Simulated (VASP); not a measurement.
# V: single point with PBE

V:

```
V
1.0
    -1.51300    1.51300    1.51300
     1.51300   -1.51300    1.51300
     1.51300    1.51300   -1.51300
V
1
Cartesian
  0.2073 -0.1770 2.5978
```

- Program: VASP 6.6.1
- Task: single point
- Functional: PBE
- Potentials or basis: VASP PAW PBE potentials, release 64 (V_sv)
- Cutoff: 500 eV
- k mesh: 2 × 2 × 2
- Occupations: methfessel-paxton, width 0.015 eV
- Spin: collinear spin, ferromagnetic start
- Starting moments: [0.51] μB

* Pressure: -26.2 GPa
* Net moment: 0.50 μB per cell
* Site moments: V +0.17 μB
* Valence electrons inside the program's atomic spheres: V 11.72

Levels at points of the mesh, in eV from the Fermi level:
Spin up:
```csv
k point,band 5,band 6,band 7,band 8,band 9,band 10
"(0.00, 0.00, 0.00)",-8.05,-0.48,-0.48,-0.48,1.50,1.50
"(0.50, 0.00, 0.00)",-4.30,-2.05,0.00,1.51,1.89,3.20
"(0.50, 0.50, 0.50)",-4.04,-4.04,2.81,2.81,2.81,8.52
```
Spin down:
| k point | band 2 | band 3 | band 4 | band 5 | band 6 | band 7 | band 8 | band 9 | band 10 | band 11 |
| --- | --- | --- | --- | --- | --- | --- | --- | --- | --- | --- |
| (0.00, 0.00, 0.00) | -37.80 | -37.80 | -37.80 | -7.10 | -0.37 | -0.37 | -0.37 | 1.64 | 1.64 | 19.75 |
| (0.50, 0.00, 0.00) | -38.62 | -38.06 | -37.80 | -3.75 | -1.83 | 1.03 | 1.60 | 1.96 | 3.22 | 9.15 |
| (0.50, 0.50, 0.50) | -38.37 | -38.37 | -38.37 | -3.50 | -3.50 | 2.84 | 2.84 | 2.84 | 9.28 | 9.28 |

It took 4.6 s on 1 thread of AMD EPYC 7R13, with other jobs on the host, peak memory 0.13 GiB.

Caveat: the k points lie up to 1.47 Å⁻¹ apart.
